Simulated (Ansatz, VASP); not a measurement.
# Two plane-wave programs on ZrSeBr

```
Zr Se Br
1.0
     4.89349    0.00000    0.00000
    -2.44675    4.23789    0.00000
     0.00000    0.00000    6.24031
Zr Se Br
2 2 2
Direct
  0.33333 0.66667 0.75000
  0.66667 0.33333 0.25000
  0.33333 0.66667 0.25000
  0.66667 0.33333 0.75000
  0.00000 0.00000 0.00000
  0.00000 0.00000 0.50000
```

Change from the starting cell: species swapped into the EuAgBi type (P6_3/mmc, No. 194).

Alike in both runs: functional PBE; k mesh 12 × 12 × 6; occupations gaussian, width 0.1 eV; no spin polarisation.

Ansatz relaxed the structure, and its values are those at the end. VASP's run is a single point on that final structure, the one shown.

```csv
,VASP,Ansatz
version,VASP 6.6.1,Ansatz 0.2.0
potentials or method,"VASP PAW PBE potentials, release 64 (Zr_sv, Se, Br), cutoff 520 eV","scalar-relativistic, plane waves, PAW"
valence electrons in the cell,50,70
```

```tsv
	VASP	Ansatz	Ansatz less VASP
gap on the k mesh at the Fermi level (eV)	none	none	-
pressure (GPa)	0.1	0.0	-0.06
```

A gap of «none» marks a metal or a gap that the smearing closes. VASP's potentials hold 50 valence electrons a cell and Ansatz's 70, so a difference there can come from the potentials and not from the codes.
